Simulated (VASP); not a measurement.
The system is Ti.

```
CELL_PARAMETERS angstrom
2.93841 0.00000 0.00000
-1.46920 2.54474 0.00000
0.00000 0.00000 4.65298
ATOMIC_POSITIONS crystal
Ti 0.33333 0.66667 0.25000
Ti 0.66667 0.33333 0.75000
```

Base run:

- Program: VASP 6.6.1
- Functional: PBE
- Potentials or basis: VASP PAW PBE potentials, release 64 (Ti_sv)
- Cutoff: 520 eV
- k mesh: 13 × 13 × 7
- Occupations: fermi-dirac, width 0.15 eV
- Spin: no spin polarisation

Its results: band gap on the k mesh zero (band 12 reaches 9.10 eV, above the bottom of band 13 at 8.00 eV); pressure 0.2 GPa.

The run is repeated on the same cell with these changes: occupations from fermi-dirac, width 0.15 eV to fermi-dirac, width 0.05 eV. What comes out?

Band gap on the k mesh zero (band 12 reaches 9.09 eV, above the bottom of band 13 at 7.99 eV); pressure -0.2 GPa.
